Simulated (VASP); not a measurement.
# Si62Ge (a cell with a defect) in VASP: further runs, part 2 of 2

VASP 6.6.1. Earlier steps stand in the parts before.

## 3. Single point, PBEsol

Input file INCAR:

```
SYSTEM = Si62Ge
PREC     = Accurate       ! precision mode
ENCUT    = 520            ! plane-wave cutoff, eV
EDIFF    = 1E-6           ! SCF threshold, eV
ISMEAR   = 0              ! smearing method
SIGMA    = 0.05           ! smearing width, eV
LREAL    = Auto         
LASPH    = .True.         ! aspherical terms in the spheres
NELM     = 60             ! most SCF steps
ALGO     = Normal         ! electronic algorithm
ISIF     = 2              ! what is computed and relaxed
LWAVE    = .False.        ! write WAVECAR
LCHARG   = .False.        ! write CHGCAR
GGA      = PS             ! functional
NBANDS   = 168            ! bands
NELECT   = 264.0
```

Input file KPOINTS:

```
regular mesh
0
Gamma
  1 1 1
  0 0 0
```

Input file POSCAR:

```
Si62Ge
1.0
   10.8600000000      0.0000000000      0.0000000000
    0.0000000000     10.8600000000      0.0000000000
    0.0000000000      0.0000000000     10.8600000000
Si Ge
62 1
Direct
    0.4921367403      0.0009299263     -0.0099829650
    0.6181033149      0.1245637201      0.1214437385
    0.7529405157      0.2476094843      0.0037918048
    0.8771227440      0.3748066298      0.1272429098
    0.7467035912      0.0011023020      0.2461913444
    0.8738508287      0.1237018416      0.3732130755
    0.0023056169     -0.0011934622     -0.0027646409
    0.1248098527      0.1254009208      0.1249790055
    0.2529038674      0.2483845304      0.0008090239
    0.3737556169      0.3776080110      0.1253593002
    0.4995028545      0.5007842541     -0.0025284530
    0.6238276243      0.6251616943      0.1249429098
    0.7508651934      0.7494098527      0.0007878453
    0.8747072744      0.8772779926      0.1239930018
    0.2515558011      0.0016297422      0.2492297422
    0.3773247698      0.1241046041      0.3752178637
    0.4989502762      0.2546814917      0.2497835175
    0.6294186924      0.3735946593      0.3765311234
    0.7504980663      0.5007351750      0.2494149171
    0.8771115101      0.6229197974      0.3752820442
    0.5027059853     -0.0019485267      0.4970668508
    0.6247093923      0.1249441989      0.6251755985
    0.7529924494      0.2478882136      0.5022973297
    0.8742672192      0.3764757827      0.6265631676
    0.7504932781      0.0005376611      0.7495937385
    0.8755759669      0.1241570902      0.8746100368
   -0.0016098527      0.4984429098     -0.0034021179
    0.1216139963      0.6233086556      0.1265976059
    0.2491357274      0.7503102210     -0.0001756906
    0.3741485267      0.8766792818      0.1225454880
    0.0024937385      0.2504294659      0.2541554328
    0.1316132597      0.3609273481      0.3892133517
    0.2466945672      0.4956119705      0.2545835175
    0.3735975138      0.6250225599      0.3725473297
    0.4995385820      0.7526816759      0.2493607735
    0.6308644567      0.8717201657      0.3758581031
   -0.0052601289     -0.0067703499      0.4927697974
    0.2567139963      0.2299445672      0.5202712707
    0.3773844383      0.3748688766      0.6261019337
    0.4987494475      0.5003259669      0.4953051565
    0.6182716390      0.6283387661      0.6253422652
    0.7529375691      0.7463628913      0.5025402394
    0.8755625230      0.8754874770      0.6259332413
    0.3664860958      0.1284215470      0.8621218232
    0.5029541436      0.2532095764      0.7521211786
    0.6310050645      0.3743672192      0.8784431860
    0.7469802947      0.5037918969      0.7489974217
    0.8746820442      0.6263060773      0.8727355433
   -0.0014275322      0.7533476980      0.2516279926
    0.1304427256      0.8742931860      0.3760204420
    0.0024185083      0.4959532228      0.4997039595
    0.1247852670      0.6251153775      0.6247147330
    0.2527915285      0.7495488029      0.5019372007
    0.3664882136      0.8879298343      0.6220993554
   -0.0045086556      0.2566002762      0.7567117864
    0.1305258748      0.3739860037      0.8758291897
    0.2515507366      0.5008980663      0.7485217311
    0.3741434622      0.6275841621      0.8734165746
    0.4924132597      0.7598066298      0.7491660221
    0.6261260589      0.8749376611      0.8751343462
    0.0024104052      0.7529716390      0.7512834254
    0.1297844383      0.8814980663      0.8686618785
    0.2177169429      0.0457220994      0.7048438306
```

Potentials or basis: VASP PAW PBE potentials, release 64 (Si, Ge_d).

Started as:

```
$ cat potpaw_PBE.64/Si/POTCAR potpaw_PBE.64/Ge_d/POTCAR > POTCAR
$ mpirun -np 1 vasp_gam > vasp.out
```

It took 7.2 min on 1 thread of Intel Xeon Platinum 8175M at 2.50GHz (Skylake/Cascade Lake), shared host; peak memory 1 GiB.

Results (log left out):

| Property | Result |
| --- | --- |
| Free energy | -339.1664 eV |
| Largest force | 0.159 eV/Å |

Forces on the atoms (eV/Å):
```
Si   0.010 -0.005  0.008
Si  -0.009  0.006  0.009
Si  -0.001  0.002  0.012
Si   0.004  0.002 -0.005
Si   0.000 -0.003 -0.013
Si  -0.024  0.018 -0.022
Si   0.003  0.001 -0.011
Si   0.000 -0.001 -0.005
Si   0.002 -0.002 -0.005
Si  -0.011 -0.001 -0.008
Si  -0.001 -0.003  0.003
Si  -0.004 -0.002  0.003
Si   0.005 -0.004  0.004
Si   0.005  0.002 -0.010
Si   0.005  0.008 -0.003
Si  -0.001 -0.002  0.015
Si  -0.019  0.008  0.007
Si  -0.009  0.011 -0.012
Si   0.011  0.003 -0.004
Si   0.004  0.003 -0.001
Si   0.019 -0.009 -0.011
Si  -0.003  0.001 -0.003
Si  -0.014  0.008 -0.007
Si  -0.025  0.024 -0.016
Si   0.003  0.006 -0.005
Si  -0.010 -0.001  0.009
Si  -0.001 -0.005 -0.012
Si  -0.005  0.001  0.000
Si  -0.008  0.007 -0.006
Si   0.000 -0.003  0.004
Si   0.002  0.006  0.000
Si   0.004 -0.019  0.020
Si  -0.003 -0.009  0.008
Si  -0.010  0.006  0.001
Si  -0.003 -0.002  0.003
Si   0.010 -0.003 -0.009
Si  -0.054 -0.030 -0.055
Si  -0.023 -0.052  0.050
Si  -0.001 -0.012  0.002
Si  -0.018 -0.008 -0.007
Si  -0.011 -0.005 -0.003
Si  -0.001 -0.012 -0.003
Si  -0.009 -0.009  0.002
Si   0.027 -0.002  0.012
Si   0.016  0.011  0.007
Si   0.008  0.008  0.003
Si   0.000  0.012  0.000
Si   0.006  0.009 -0.001
Si  -0.005  0.013  0.005
Si   0.009  0.006 -0.006
Si   0.003 -0.001 -0.005
Si   0.000  0.005  0.000
Si   0.003  0.004  0.002
Si   0.021 -0.007  0.000
Si  -0.058  0.057  0.026
Si   0.007  0.008 -0.005
Si   0.005  0.002 -0.009
Si   0.000 -0.003  0.004
Si   0.007 -0.006  0.004
Si   0.013 -0.001  0.002
Si   0.002  0.010 -0.003
Si   0.018  0.038 -0.038
Ge   0.109 -0.086  0.078
```

Levels at points of the mesh, in eV from the Fermi level:
| k point | band 128 | band 129 | band 130 | band 131 | band 132 | band 133 | band 134 | band 135 | band 136 | band 137 |
| --- | --- | --- | --- | --- | --- | --- | --- | --- | --- | --- |
| (0.00, 0.00, 0.00) | -0.85 | -0.80 | -0.77 | -0.12 | 0.00 | 0.00 | 0.13 | 0.14 | 0.16 | 0.28 |

Caveat: the k points lie up to 0.58 Å⁻¹ apart; the cell carries a net charge on a neutralising background, which shifts energy and pressure; the cell is charged against a uniform background, so pressure and absolute levels hang on convention; the PAW data sets were made with another functional, which shifts forces and pressure a little.

## 4. Single point, PBEsol

Input file INCAR:

```
PREC = Accurate
ENCUT = 520
EDIFF = 1E-6
ISMEAR = 0
SIGMA = 0.05
LREAL = Auto
LASPH = True
NELM = 100
ALGO = Normal
ISIF = 2
LWAVE = False
LCHARG = False
GGA = PS
NELECT = 264.0
NBANDS = 168
```

Input file KPOINTS:

```
Automatic mesh
0
Gamma
  1 1 1
```

Input file POSCAR:

```
Si62Ge
1.0
   10.8600000000      0.0000000000      0.0000000000
    0.0000000000     10.8600000000      0.0000000000
    0.0000000000      0.0000000000     10.8600000000
Si Ge
62 1
Direct
    0.4865843462      0.0039174033     -0.0140789134
    0.6186655617      0.1228860958      0.1186646409
    0.7538168508      0.2467533149      0.0034029466
    0.8773229282      0.3745749540      0.1274353591
    0.7450447514      0.0001483425      0.2486409761
    0.8756175875      0.1222746777      0.3745779006
    0.0012578269     -0.0012870166     -0.0013644567
    0.1254482505      0.1253236648      0.1245790976
    0.2517364641      0.2499244015      0.0008299263
    0.3749390424      0.3782327808      0.1253842541
    0.4987767956      0.5020921731     -0.0028824125
    0.6244840700      0.6248325967      0.1244976059
    0.7485500000      0.7508588398      0.0000864641
    0.8733156538      0.8771287293      0.1244449355
    0.2508095764      0.0014339779      0.2497941068
    0.3788882136      0.1269102210      0.3710571823
    0.5017669429      0.2541149171      0.2464746777
    0.6292163904      0.3735346225      0.3765213628
    0.7501865562      0.5005288214      0.2500326888
    0.8770753223      0.6232527624      0.3749254144
    0.4991604052      0.0016621547      0.4976677716
    0.6249927256      0.1252726519      0.6249175875
    0.7537834254      0.2478369245      0.5024674954
    0.8782195212      0.3726320442      0.6278751381
    0.7499572744      0.0003900552      0.7498613260
    0.8775106814      0.1239707182      0.8729565378
   -0.0031907919      0.5000375691     -0.0029607735
    0.1226271639      0.6191097606      0.1292971455
    0.2486457643      0.7453369245      0.0051262431
    0.3739288214      0.8775637201      0.1217173112
    0.0023235727      0.2493376611      0.2539195212
    0.1308076427      0.3597092081      0.3902922652
    0.2459958564      0.4929735727      0.2578274401
    0.3738305709      0.6266275322      0.3713697053
    0.4996324125      0.7529848987      0.2479425414
    0.6280410681      0.8706974217      0.3782519337
    0.0025068140     -0.0003017495      0.5016396869
    0.2622499079      0.2335438306      0.5177607735
    0.3795650092      0.3787095764      0.6240696133
    0.4998782689      0.5038083794      0.4950018416
    0.6201440147      0.6286489871      0.6253086556
    0.7539022099      0.7472327808      0.5042071823
    0.8775430939      0.8770017495      0.6256322284
    0.3589060773      0.1312269797      0.8550197974
    0.5012903315      0.2533824125      0.7494554328
    0.6289718232      0.3721566298      0.8796244015
    0.7466412523      0.5010013812      0.7508332413
    0.8729862799      0.6271093002      0.8719245856
   -0.0011448435      0.7517830571      0.2499860037
    0.1268151934      0.8747722836      0.3754846225
    0.0015046041      0.4963288214      0.5004209945
    0.1251611418      0.6250856354      0.6245958564
    0.2506510129      0.7508486188      0.5013131676
    0.3604219153      0.8921408840      0.6216255064
    0.0070636280      0.2443417127      0.7511524862
    0.1279458564      0.3735779006      0.8752469613
    0.2508154696      0.5006492634      0.7488853591
    0.3736445672      0.6283866483      0.8723568140
    0.4892568140      0.7618373849      0.7466970534
    0.6224014733      0.8760604972      0.8739064457
    0.0023406998      0.7519777164      0.7515094843
    0.1284351750      0.8719399632      0.8782486188
    0.1965711786      0.0733364641      0.6811292818
```

Started as:

```
$ cat potpaw_PBE.64/Si/POTCAR potpaw_PBE.64/Ge_d/POTCAR > POTCAR
$ mpirun -np 1 vasp_gam > vasp.out
```

It took 7.3 min on 1 thread of Intel Xeon Platinum 8175M at 2.50GHz (Skylake/Cascade Lake), shared host; peak memory 1 GiB.

The run converged. Its results:

```
Free energy   : -339.0735 eV
Largest force : 0.058 eV/Å
```

Forces on the atoms (eV/Å):
```
Si  -0.017  0.007 -0.012
Si  -0.006 -0.006 -0.014
Si   0.007 -0.001  0.006
Si   0.001  0.000 -0.001
Si  -0.015 -0.004 -0.005
Si  -0.024  0.007 -0.025
Si  -0.010  0.000  0.006
Si   0.002 -0.007 -0.005
Si  -0.001  0.010  0.013
Si   0.004 -0.001  0.007
Si  -0.004  0.000  0.000
Si   0.006 -0.007  0.000
Si   0.002  0.001  0.010
Si   0.001 -0.007  0.006
Si  -0.001  0.001  0.008
Si  -0.003  0.008 -0.010
Si   0.013 -0.005 -0.001
Si  -0.011  0.004 -0.003
Si   0.003  0.004  0.005
Si  -0.003  0.009 -0.009
Si  -0.011  0.012  0.003
Si   0.000 -0.004  0.002
Si  -0.008  0.005 -0.001
Si   0.013 -0.016 -0.002
Si   0.003  0.005 -0.002
Si  -0.004 -0.004  0.002
Si  -0.013  0.004 -0.013
Si   0.005 -0.015 -0.010
Si  -0.004 -0.003  0.009
Si   0.004 -0.004  0.007
Si   0.006 -0.003 -0.003
Si  -0.002 -0.006  0.007
Si   0.001 -0.005  0.012
Si  -0.012  0.019 -0.004
Si   0.008 -0.001  0.000
Si  -0.014 -0.001  0.007
Si  -0.022  0.020 -0.016
Si  -0.002 -0.003  0.022
Si   0.008  0.005  0.005
Si  -0.014  0.002 -0.010
Si   0.013 -0.022 -0.015
Si   0.005  0.002  0.010
Si   0.000 -0.003  0.000
Si  -0.008  0.020 -0.016
Si   0.021  0.011 -0.001
Si  -0.001  0.000  0.004
Si   0.007 -0.005  0.012
Si   0.000  0.014 -0.006
Si   0.015 -0.008 -0.004
Si  -0.012  0.003 -0.007
Si  -0.004  0.005  0.000
Si  -0.003 -0.001  0.007
Si  -0.014  0.006  0.002
Si   0.007 -0.015  0.019
Si   0.040 -0.041 -0.010
Si   0.000 -0.005 -0.002
Si   0.000 -0.002  0.001
Si  -0.001 -0.004  0.001
Si   0.022 -0.020 -0.002
Si   0.005 -0.003  0.001
Si   0.008  0.002  0.001
Si   0.008  0.008 -0.003
Ge   0.005  0.037  0.018
```

Levels at points of the mesh, in eV from the Fermi level:
```csv
k point,band 129,band 130,band 131,band 132,band 133,band 134,band 135,band 136
"(0.00, 0.00, 0.00)",-0.87,-0.73,-0.10,-0.02,0.02,0.14,0.16,0.17
```

Caveat: the k points lie up to 0.58 Å⁻¹ apart; the cell carries a net charge on a neutralising background, which shifts energy and pressure; the cell is charged against a uniform background, so pressure and absolute levels hang on convention; the PAW data sets were made with another functional, which shifts forces and pressure a little.
